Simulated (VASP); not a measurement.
SrO, 2 atoms in the cell. It takes space group Fm-3m (No. 225, cubic). The conventional cell has a = 5.160 Å, b = 5.160 Å, c = 5.160 Å, α = 90.00°, β = 90.00°, γ = 90.00°. Within 3.4 Å of Sr (site symmetry m-3m) lie 6 O at 2.58 Å. Within 3.4 Å of O (site symmetry m-3m) lie 6 Sr at 2.58 Å. 

```yaml
Program: VASP 6.6.1
Task: single point
Functional: PBE-based screened hybrid with 30 % exact exchange
Potentials_or_basis: VASP PAW PBE potentials, release 64 (Sr_sv, O)
Cutoff: 520 eV
k_mesh: 4 × 4 × 4
Occupations: gaussian, width 0.01 eV
Spin: no spin polarisation
Dipole_correction: no
Grid_for_exact_exchange_PRECFOCK: Normal
Share_of_exact_exchange: 0.3
Further_INCAR_settings: ALGO = Normal; EDIFF = 1e-06; NBANDS = 15
Screening_parameter: 0.3 1/Å
```

Potentials or basis: VASP PAW PBE potentials, release 64 (Sr_sv, O).

Launch:

```bash
$ cat potpaw_PBE.64/Sr_sv/POTCAR potpaw_PBE.64/O/POTCAR > POTCAR
$ cp INCAR.step1 INCAR
$ mpirun -np 1 vasp_std > vasp.out
$ cp INCAR.step2 INCAR
$ mpirun -np 1 vasp_std > vasp.out
```

Hardware: 1 thread of AMD EPYC 7R13, with other jobs on the host.

Question: Estimate the wall time of this run.

Answer: Run time: 12 min on 1 thread of AMD EPYC 7R13 (shared host), peak memory 0.24 GiB. Counts: k points 8.
